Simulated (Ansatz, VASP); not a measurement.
Two plane-wave programs on Al

```xyz
4
Lattice="2.8144 0.0000 0.0000 -1.4072 2.4374 0.0000 0.0000 0.0000 9.2410" Properties=species:S:1:pos:R:3 pbc="T T T"
Al   -0.3035   -0.1518    0.0000
Al    0.0000    1.6249    2.3103
Al    0.3035    0.1518    4.6205
Al    1.4072    0.8125    6.9308
```

Change from the starting cell: mode 4 frozen in at -0.303 Å and mode 5 at -0.152 Å (largest displacements).

Alike in both runs: task single point; functional PBE; dispersion D3(BJ); k mesh 18 × 18 × 4; occupations gaussian, width 0.15 eV; no spin polarisation.

|  | VASP | Ansatz |
| --- | --- | --- |
| version | VASP 6.6.1 | Ansatz 0.2.0 |
| potentials or method | VASP PAW PBE potentials, release 64 (Al), cutoff 520 eV | scalar-relativistic, plane waves, PAW |
| valence electrons in the cell | 12 | 12 |

|  | VASP | Ansatz | Ansatz less VASP |
| --- | --- | --- | --- |
| gap on the k mesh at the Fermi level (eV) | none | none | - |
| pressure (GPa) | 1.0 | 1.0 | 0.00 |
| traceless stress, the component that is largest in VASP (GPa) | 1.72 | 1.72 | -0.004 |
| rms of the force components (eV/Å) | 0.140 | 0.140 | +0.0003 |

Atom by atom the forces differ by 0.000 eV/Å (rms over components). A gap of «none» marks a metal or a gap that the smearing closes.
